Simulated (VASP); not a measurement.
A run of VASP 6.6.1 is set up as follows.

Contents of INCAR:

```
SYSTEM = HfO2
PREC = Accurate
ENCUT = 520
EDIFF = 1E-7
ISMEAR = 0
SIGMA = 0.01
LREAL = .False.
LASPH = .True.
NELM = 100
ALGO = Normal
ISIF = 2
LWAVE = .False.
LCHARG = .False.
GGA = PS
NBANDS = 31
```

File KPOINTS:

```
regular mesh
0
Gamma
  6 6 4
  0 0 0
```

File POSCAR:

```
HfO2
1.0
    3.5580193300      0.0000000000      0.0000000000
    0.0000000000      3.5580193300      0.0000000000
    0.0000000000      0.0000000000      5.1718612100
Hf O
2 4
Direct
    0.5000000014      0.5000000014      0.5000000010
    0.0000000000      0.0000000000      0.0000000000
    0.0000000000      0.5000000014      0.6972078800
    0.5000000014      0.0000000000      0.8027921209
    0.5000000014      0.0000000000      0.3027921200
    0.0000000000      0.5000000014      0.1972078791
```

Potentials or basis: VASP PAW PBE potentials, release 64 (Hf_pv, O).

Launch:

```bash
$ cat potpaw_PBE.64/Hf_pv/POTCAR potpaw_PBE.64/O/POTCAR > POTCAR
$ mpirun -np 1 vasp_std > vasp.out
```

(1) Predict the largest force.

(2) Estimate the pressure.

(3) Estimate the band gap on the k mesh.

## Answers

(1) 0.062 eV/Å.

(2) -1.4 GPa.

(3) 4.63 eV, indirect (least direct gap 4.71 eV).

Caveat: the PAW data sets were made with another functional, which shifts forces and pressure a little; spin-orbit coupling is left out, which moves the levels of the heavy elements.
